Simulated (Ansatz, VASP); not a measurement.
One calculation of Ru, two programs

```
Ru
1.0
     0.00000    1.91098    1.91098
     1.91098    0.00000    1.91098
     1.91098    1.91098    0.00000
Ru
1
Direct
  0.00000 0.00000 0.00000
```

Alike in both runs: task single point; functional PBEsol; k mesh 8 × 8 × 8; occupations gaussian, width 0.1 eV; no spin polarisation.

```csv
,VASP,Ansatz
version,VASP 6.6.1,Ansatz 0.2.0
potentials or method,"VASP PAW PBE potentials, release 64 (Ru_pv), cutoff 520 eV","scalar-relativistic, plane waves, PAW"
valence electrons in the cell,14,16
```

Ansatz gave:

| Item | Value |
| --- | --- |
| gap on the k mesh at the Fermi level (eV) | none |
| pressure (GPa) | -13.9 |

Task: Which values does VASP return?

Result: gap on the k mesh at the Fermi level (eV): none; pressure (GPa): -14.0.

VASP's potentials were made for PBE, not for PBEsol. A gap of «none» marks a metal or a gap that the smearing closes. VASP's potentials hold 14 valence electrons a cell and Ansatz's 16, so a difference there can come from the potentials and not from the codes.
